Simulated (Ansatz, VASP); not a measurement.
HfH2 in VASP and in Ansatz

```
CELL_PARAMETERS angstrom
-1.73900 1.73900 2.18050
1.73900 -1.73900 2.18050
1.73900 1.73900 -2.18050
ATOMIC_POSITIONS crystal
Hf 0.00000 0.00000 0.00000
H 0.75000 0.25000 0.50000
H 0.25000 0.75000 0.50000
```

Alike in both runs: task single point; functional PBEsol; k mesh 16 × 16 × 16; occupations gaussian, width 0.1 eV; no spin polarisation.

|  | VASP | Ansatz |
| --- | --- | --- |
| version | VASP 6.6.1 | Ansatz 0.2.0 |
| potentials or method | VASP PAW PBE potentials, release 64 (Hf_pv, H), cutoff 520 eV | scalar-relativistic, plane waves, PAW |
| valence electrons in the cell | 12 | 28 |

```tsv
	VASP	Ansatz	Ansatz less VASP
gap on the k mesh at the Fermi level (eV)	none	none	-
pressure (GPa)	-5.7	-5.1	+0.62
traceless stress, the component that is largest in VASP (GPa)	-0.76	-0.79	-0.032
```

VASP's potentials were made for PBE, not for PBEsol. A gap of «none» marks a metal or a gap that the smearing closes. VASP's potentials hold 12 valence electrons a cell and Ansatz's 28, so a difference there can come from the potentials and not from the codes.

Neither program's run includes spin-orbit coupling.
